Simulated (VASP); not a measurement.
The system is Dy2B.

```
Dy B
1.0
     0.00000    3.04759    3.04759
     3.04759    0.00000    3.04759
     3.04759    3.04759    0.00000
Dy B
2 1
Direct
  0.75000 0.75000 0.75000
  0.25000 0.25000 0.25000
  0.00000 0.00000 0.00000
```

The cell was built from a structure type or drawn by symmetry, and may not be a known phase.

```yaml
Program: VASP 6.6.1
Task: relaxation of cell and atoms
Functional: PBE
Potentials_or_basis: VASP PAW PBE potentials, release 64 (Dy_3, B), 4f in core
Cutoff: 500 eV
k_mesh: 6 × 6 × 6
Occupations: gaussian, width 0.1 eV
Spin: no spin polarisation
```

At the start: pressure 13.1 GPa; volume 18.87 Å³/atom.

Problem. How do energy, volume and symmetry change on relaxing?

Solution. Over 3 steps the energy falls by 107.6 meV/atom and the volume is 21.79 Å³/atom (+15.5 %); space group Fm-3m (No. 225, to 0.1 Å) before and after.

The path:
| step | energy change (eV) | largest force (eV/Å) | pressure (GPa) | volume (Å³) |
| --- | --- | --- | --- | --- |
| 1 | 0.0000 | 0.0000 | 13.10 | 56.61 |
| 2 | -0.2522 | 0.0000 | -4.42 | 70.21 |
| 3 | -0.3229 | 0.0000 | 0.00 | 65.38 |

Final structure:
```
Dy B
1.0
     0.00000    3.19744    3.19744
     3.19744    0.00000    3.19744
     3.19744    3.19744    0.00000
Dy B
2 1
Direct
  0.75000 0.75000 0.75000
  0.25000 0.25000 0.25000
  0.00000 0.00000 0.00000
```

Caveat: the volume moved by over 15 % at a fixed basis, so the end points are rough.
